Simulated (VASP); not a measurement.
Cd5B3O9F, 18 atoms in the cell. The structure is monoclinic, space group Cm (No. 8). The conventional cell has a = 8.299 Å, b = 15.966 Å, c = 3.450 Å, α = 90.00°, β = 100.36°, γ = 90.00°. Cd (site symmetry m) has 4 O at 2.24 to 2.34 Å and 2 F at 2.37 to 2.45 Å within 3.0 Å. Within 3.0 Å of Cd (site symmetry 1) lie 5 O at 2.25 to 2.35 Å and 1 F at 2.43 Å. Cd (site symmetry 1) has 7 O at 2.30 to 2.85 Å and 2 B at 2.76 to 2.99 Å within 3.0 Å. Within 1.8 Å of B (site symmetry 1) lie 3 O at 1.38 to 1.42 Å. Within 1.9 Å of B (site symmetry m) lie 3 O at 1.39 to 1.41 Å. O (site symmetry 1) has 1 B at 1.38 Å within 1.8 Å. O (site symmetry 1) has 1 B at 1.39 Å within 1.9 Å. Within 1.9 Å of O (site symmetry 1) lie 1 B at 1.42 Å.  This cell differs from its parent crystal: x stretched by +3 %.

| Item | Value |
| --- | --- |
| Program | VASP 6.6.1 |
| Task | electric field gradients |
| Functional | PBE |
| Potentials or basis | VASP PAW PBE potentials, release 64 (Cd, B, O, F) |
| Cutoff | 520 eV |
| k mesh | 3 × 3 × 6 |
| Occupations | fermi-dirac, width 0.02 eV |
| Spin | no spin polarisation |
| Dipole correction | no |
| Further INCAR settings | LREAL = Auto; ALGO = Normal; EDIFF = 1e-08; NBANDS = 80 |

Potentials or basis: VASP PAW PBE potentials, release 64 (Cd, B, O, F).

The run is started by

```console
$ cat potpaw_PBE.64/Cd/POTCAR potpaw_PBE.64/B/POTCAR potpaw_PBE.64/O/POTCAR potpaw_PBE.64/F/POTCAR > POTCAR
$ mpirun -np 1 vasp_std > vasp.out
```

Hardware: 1 thread of Intel(R) Xeon(R) Platinum 8488C (Sapphire Rapids), on a shared host.

Problem. Estimate the wall time of this run.

Solution. Wall time 14 min on 1 thread of Intel(R) Xeon(R) Platinum 8488C (Sapphire Rapids) (shared host), peak memory 0.5 GiB. Counts: scf iterations 20, k points 20.
